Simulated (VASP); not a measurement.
# MgBe2S3 (P6/mmm) in VASP: a series of runs

The runs below take MgBe2S3 through single point, relaxation of cell and atoms, with PBE.

Program: VASP 6.6.1. These are calculated values, not measurements. Logs are shortened: lines on timing, memory, paths and dates and some standing lists are left out, and cuts for length are marked.

## (1) The cell of the first run

It takes space group P6/mmm (No. 191, hexagonal). Conventional cell: a = 6.142 Å, b = 6.142 Å, c = 3.014 Å, α = 90.00°, β = 90.00°, γ = 120.00°. Within 4.0 Å of Mg (site symmetry 6/mmm) lie 2 Mg at 3.01 Å and 12 S at 3.42 Å and 6 Be at 3.55 Å. Within 3.1 Å of Be (site symmetry -6m2) lie 6 S at 2.33 Å and 2 Be at 3.01 Å. S (site symmetry mmm) has 4 Be at 2.33 Å and 6 S at 3.01 to 3.07 Å within 3.1 Å.

The cell was built from a structure type or drawn by symmetry, and may not be a known phase.

## (2) Single point, PBE

INCAR reads:

```
ALGO = Normal ; EDIFF = 1E-7
ENCUT = 520 ; GGA = PE
ISIF = 2 ; ISMEAR = 0
LASPH = T ; LCHARG = T
LELF = T ; LREAL = F
LVHAR = T ; LWAVE = F
NBANDS = 21 ; NELM = 60
PREC = Accurate ; SIGMA = 0.1
```

KPOINTS reads:

```
k-points
0
Gamma
  12 12 10
```

POSCAR reads:

```
MgBe2S3
1.0
    6.1415598499     -0.0000000034      0.0000000000
   -3.0707799220      5.3187468505      0.0000000000
    0.0000000000      0.0000000000      3.0139720727
Mg Be S
1 2 3
Direct
    0.0000000000      0.0000000000      0.0000000000
    0.3333333333      0.6666666667      0.0000000000
    0.6666666667      0.3333333333      0.0000000000
    0.5000000000      0.0000000000      0.5000000000
    0.0000000000      0.5000000000      0.5000000000
    0.5000000000      0.5000000000      0.5000000000
```

Potentials or basis: VASP PAW PBE potentials, release 64 (Mg, Be, S).

Started as:

```sh
> cat potpaw_PBE.64/Mg/POTCAR potpaw_PBE.64/Be/POTCAR potpaw_PBE.64/S/POTCAR > POTCAR
> mpirun -np 1 vasp_std > vasp.out
```

OUTCAR:

```text
EDIFF = 1E-7
   ENCUT = 520
   GGA = PE
   ISIF = 2
   ISMEAR = 0
   LASPH = T
   LREAL = F
   NELM = 60
   PREC = Accurate

 ion  position               nearest neighbor table
   1  0.000  0.000  0.000-
   2  0.333  0.667  0.000-   4 2.33   4 2.33   5 2.33   5 2.33   6 2.33   6 2.33
   3  0.667  0.333  0.000-   4 2.33   4 2.33   5 2.33   5 2.33   6 2.33   6 2.33
   4  0.500  0.000  0.500-   2 2.33   3 2.33   2 2.33   3 2.33
   5  0.000  0.500  0.500-   2 2.33   3 2.33   2 2.33   3 2.33
   6  0.500  0.500  0.500-   2 2.33   3 2.33   2 2.33   3 2.33

  LATTYP: Found a hexagonal cell.
 ALAT       =     6.1415598499
 C/A-ratio  =     0.4907502567

  Lattice vectors:

 A1 = (   6.1415598499,  -0.0000000034,   0.0000000000)
 A2 = (  -3.0707799220,   5.3187468505,   0.0000000000)
 A3 = (   0.0000000000,   0.0000000000,   3.0139720727)

Analysis of symmetry for initial positions (statically):
=====================================================================
 Subroutine PRICEL returns:
 Original cell was already a primitive cell.

 Routine SETGRP: Setting up the symmetry group for a
 hexagonal supercell.

 Subroutine GETGRP returns: Found 24 space group operations
 (whereof 24 operations were pure point group operations)
 out of a pool of 24 trial point group operations.

The static configuration has the point symmetry D_6h.

Analysis of symmetry for dynamics (positions and initial velocities):
=====================================================================
 Subroutine PRICEL returns:
 Original cell was already a primitive cell.

 Routine SETGRP: Setting up the symmetry group for a
 hexagonal supercell.

 Subroutine GETGRP returns: Found 24 space group operations
 (whereof 24 operations were pure point group operations)
 out of a pool of 24 trial point group operations.

The dynamic configuration has the point symmetry D_6h.

 Subroutine INISYM returns: Found 24 space group operations
 (whereof 24 operations are pure point group operations),
 and found     1 'primitive' translations

----------------------------------------------------------------------------------------

                                     Primitive cell

  volume of cell :      98.4526

  direct lattice vectors                    reciprocal lattice vectors
     6.141559850 -0.000000003  0.000000000     0.162825084  0.094007106  0.000000000
[... 95 lines left out ...]
   LREAL  =      F    real-space projection
   EDIFFG = 0.1E-05   stopping-criterion for IOM
   NSW    =      0    number of steps for IOM
   IBRION =     -1    ionic relax: 0-MD 1-quasi-New 2-CG
   NFREE  =      0    steps in history (QN), initial steepest desc. (CG)
   ISIF   =      2    stress and relaxation
   ISYM   =      2    0-nonsym 1-usesym 2-fastsym
   POTIM  = 0.5000    time-step for ionic-motion
   TEBEG  =    0.0;   TEEND  =   0.0 temperature during run
   PSTRESS=    0.0 pullay stress
   NELECT =      24.0000    total number of electrons
   NUPDOWN=      -1.0000    fix difference up-down
   EMIN   =  10.00;   EMAX   =-10.00  energy-range for DOS
   EFERMI =   0.00;   METHOD = LEGACY
   ISMEAR =     0;   SIGMA  =   0.10  broadening in eV -4-tet -1-fermi 0-gaus
   EFERMI_NEDOS =   21; number of points for ismear=-14 and -15
   IALGO  =     38    algorithm
   IMIX   =      4    mixing-type and parameters
     AMIX     =   0.40;   BMIX     =  1.00
     AMIX_MAG =   1.60;   BMIX_MAG =  1.00
  volume/ion in A,a.u.               =      16.41       110.73
  Fermi-wavevector in a.u.,A,eV,Ry     =   1.022672  1.932569 14.229749  1.045857
  Thomas-Fermi vector in A             =   2.156364
   LORBIT       =      0    0 simple, 1 ext, 2 COOP (PROOUT), +10 PAW based schemes
   GGA     = PE    functional components
   LHFCALC =     F    Hartree Fock is set to
   AEXX    =    0.0000 exact exchange contribution
   IVDW    =     0    specifies the selected vdW correction
   LEPSILON=     F    determine dielectric tensor
   LRPA    =     F    only Hartree local field effects (RPA)
 non-spin polarized calculation
 Gauss-broadening in eV      SIGMA  =   0.10
  energy-cutoff  :      520.00
  volume of cell :       98.45
 maximum number of plane-waves:      2687
 NGX is ok and might be reduce to    48
   NGX = 23   NGY = 23   NGZ = 11

 number of electron      23.9999997 magnetization

 Free energy of the ion-electron system (eV)
  ---------------------------------------------------
  ext. energy  EPLUGINS =         0.00000000
  ---------------------------------------------------
  free energy    TOTEN  =       -21.36268755 eV

  energy without entropy =      -21.34857930  energy(sigma->0) =      -21.35563343

 E-fermi :   4.9911     XC(G=0):  -9.6176

 val. band max:        4.9865011374   @ k =   0.4167  -0.0000   0.5000
 cond. band min:       5.0032517751   @ k =   0.5000   0.0000   0.0000
 fundamental gap:      0.0167506377
 Fermi energy:         4.9910964483

 k-point     1 :       0.0000    0.0000    0.0000
  band No.  band energies     occupation
      1      -9.7491      2.00000
      2      -7.7577      2.00000
      3      -7.7577      2.00000
      4      -2.8178      2.00000
      5      -0.3518      2.00000
      6      -0.3518      2.00000
[... 565 lines left out ...]
     20      11.9065      0.00000
     21      12.4755      0.00000

 [... further k-points ...]

------------------------ aborting loop because EDIFF is reached ----------------------------------------

  FORCE on cell =-STRESS in cart. coord.  units (eV):
  Direction    XX          YY          ZZ          XY          YZ          ZX
  --------------------------------------------------------------------------------------
  -------------------------------------------------------------------------------------
  Total       -0.0149498     -0.0149498     -0.0738448     -0.0000000     -0.0000000      0.0000000
  in kB       -0.2432862     -0.2432862     -1.2017204     -0.0000000     -0.0000000      0.0000000
  external PRESSURE =      -0.5627643 kB  Pullay stress =       0.0000000 kB

 VOLUME and BASIS-vectors are now :
 -----------------------------------------------------------------------------
  energy-cutoff  :      520.00
  volume of cell :       98.45
      direct lattice vectors                 reciprocal lattice vectors
     6.141559850 -0.000000003  0.000000000     0.162825084  0.094007106  0.000000000
    -3.070779922  5.318746851  0.000000000     0.000000000  0.188014212  0.000000000
     0.000000000  0.000000000  3.013972073     0.000000000  0.000000000  0.331788078

 POSITION                                       TOTAL-FORCE (eV/Angst)
 -----------------------------------------------------------------------------------
      0.00000      0.00000      0.00000         0.000000     -0.000000      0.000000
      0.00000      3.54583      0.00000         0.000000      0.000000      0.000000
      3.07078      1.77292      0.00000        -0.000000      0.000000      0.000000
      3.07078     -0.00000      1.50699         0.000000     -0.000000      0.000000
     -1.53539      2.65937      1.50699         0.000000     -0.000000      0.000000
      1.53539      2.65937      1.50699         0.000000     -0.000000      0.000000
 -----------------------------------------------------------------------------------
    total drift:                               -0.000000      0.000000     -0.000000

  FREE ENERGIE OF THE ION-ELECTRON SYSTEM (eV)
  ---------------------------------------------------
  free  energy   TOTEN  =       -21.3626875514 eV

  energy  without entropy=      -21.3485792991  energy(sigma->0) =      -21.35563343
```

stdout:

```text
POSCAR found type information on POSCAR MgBeS
 POSCAR found :  3 types and       6 ions
 scaLAPACK will be used
 LDA part: xc-table for (Slater+PW92), standard interpolation
 POSCAR, INCAR and KPOINTS ok, starting setup
 FFT: planning ... GRIDC
 FFT: planning ... GRID_SOFT
 FFT: planning ... GRID
 WAVECAR not read
 entering main loop
```

Wall time 4 min (1 thread of Intel Xeon Platinum 8488C (Sapphire Rapids), shared host); peak memory 0.37 GiB.

What came out:

```yaml
Free_energy: -21.3627 eV
Pressure: -0.1 GPa
Band_gap_on_the_k_mesh: zero (bands 12 and 13 overlap by 1.15 eV)
```

## (3) Relaxation of cell and atoms, PBE

This run uses another cell than the first one, of 17.03 Å³/atom.

INCAR reads:

```
ALGO     = Normal         # electronic algorithm
EDIFF    = 1E-6           # SCF threshold, eV
EDIFFG   = -0.01          # ionic threshold
ENCUT    = 600            # plane-wave cutoff, eV
GGA      = PE             # functional
IBRION   = 2              # ionic algorithm
ISIF     = 3              # what is computed and relaxed
ISMEAR   = 0              # smearing method
LASPH    = T              # aspherical terms in the spheres
LCHARG   = F              # write CHGCAR
LREAL    = F              # projectors in reciprocal space
LWAVE    = F              # write WAVECAR
NELM     = 100            # most SCF steps
NSW      = 100            # ionic steps
PREC     = Accurate       # precision mode
SIGMA    = 0.1            # smearing width, eV
```

KPOINTS is that of step 2.

POSCAR reads:

```
MgBe2S3
1.0
    5.2800951100      0.0000000000      0.0000000000
   -2.6400475500      4.5726965000      0.0000000000
    0.0000000000      0.0000000000      4.2311070100
Mg Be S
1 2 3
Direct
    0.0000000000      0.0000000000      0.0000000000
    0.3333333300      0.6666666700      0.0000000000
    0.6666666700      0.3333333300      0.0000000000
    0.5000000000      0.0000000000      0.5000000000
    0.0000000000      0.5000000000      0.5000000000
    0.5000000000      0.5000000000      0.5000000000
```

Potentials or basis: VASP PAW PBE potentials, release 64 (Mg, Be, S).

Started as:

```sh
> cat potpaw_PBE.64/Mg/POTCAR potpaw_PBE.64/Be/POTCAR potpaw_PBE.64/S/POTCAR > POTCAR
> mpirun -np 1 vasp_std > vasp.out
```

It took 45 min on 1 thread of Intel Xeon Platinum 8488C (Sapphire Rapids), shared host; peak memory 0.43 GiB.

Results (log left out):

```yaml
Free_energy: -21.3602 eV
Relaxed_volume: 16.41 Å³/atom
Relaxed_cell: a = 6.143 Å, b = 6.143 Å, c = 3.013 Å, α = 90.00°, β = 90.00°, γ = 120.00°
Space_group_after_relaxing_to_0.1_Å: P6/mmm (No. 191)
Pressure_after_relaxing: -0.1 GPa
Band_gap_on_the_k_mesh: zero (bands 12 and 13 overlap by 1.15 eV)
```

Final structure:
```
Mg Be S
1.0
     6.14316    0.00000    0.00000
    -3.07158    5.32013    0.00000
     0.00000    0.00000    3.01346
Mg Be S
1 2 3
Direct
  0.00000 0.00000 0.00000
  0.33333 0.66667 0.00000
  0.66667 0.33333 0.00000
  0.50000 0.00000 0.50000
  0.00000 0.50000 0.50000
  0.50000 0.50000 0.50000
```

Levels at points of the mesh, in eV from the Fermi level:
| k point | band 8 | band 9 | band 10 | band 11 | band 12 | band 13 | band 14 | band 15 | band 16 |
| --- | --- | --- | --- | --- | --- | --- | --- | --- | --- |
| (0.00, 0.00, 0.00) | -1.30 | -1.01 | -1.01 | -0.46 | 0.66 | 0.66 | 3.33 | 4.38 | 4.74 |
| (0.50, 0.00, 0.00) | -3.46 | -0.83 | -0.72 | -0.24 | 0.01 | 0.64 | 2.36 | 4.06 | 5.33 |
| (0.00, 0.00, 0.50) | -3.28 | -3.28 | -0.57 | 0.47 | 0.49 | 0.49 | 0.63 | 1.08 | 1.08 |
| (0.50, 0.00, 0.50) | -3.10 | -2.66 | -1.78 | -1.70 | -0.01 | 0.52 | 1.80 | 2.03 | 2.43 |

Caveat: a cell axis changed by over 15 % at a fixed basis, so the end point is rough.
